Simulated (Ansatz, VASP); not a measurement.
## One calculation of SiMo3, two programs

```
CELL_PARAMETERS angstrom
5.42168 0.00000 0.00000
-2.71084 4.69532 0.00000
0.00000 0.00000 4.70439
ATOMIC_POSITIONS crystal
Si 0.66667 0.33333 0.25000
Si 0.33333 0.66667 0.75000
Mo 0.83225 0.16775 0.75000
Mo 0.33549 0.16775 0.75000
Mo 0.83225 0.66451 0.75000
Mo 0.16775 0.83225 0.25000
Mo 0.66451 0.83225 0.25000
Mo 0.16775 0.33549 0.25000
```

Change from the starting cell: species swapped into the DyAl3 type (P6_3/mmc, No. 194).

Alike in both runs: functional PBE; k mesh 3 × 3 × 4; occupations gaussian, width 0.2 eV; no spin polarisation.

Ansatz relaxed the structure, and its values are those at the end. VASP's run is a single point on that final structure, the one shown.

|  | VASP | Ansatz |
| --- | --- | --- |
| version | VASP 6.6.1 | Ansatz 0.2.0 |
| potentials or method | VASP PAW PBE potentials, release 64 (Si, Mo_sv), cutoff 500 eV | scalar-relativistic, plane waves, PAW |
| valence electrons in the cell | 92 | 92 |

|  | VASP | Ansatz | Ansatz less VASP |
| --- | --- | --- | --- |
| gap on the k mesh at the Fermi level (eV) | none | none | - |
| pressure (GPa) | 0.3 | -0.1 | -0.39 |
| rms of the force components (eV/Å) | 0.014 | 0.014 | +0.0006 |

A gap of «none» marks a metal or a gap that the smearing closes. The functional is the same, so the differences come from potentials, cutoffs and numerics.

The k mesh is coarse, so the values compare programs but aren't converged.
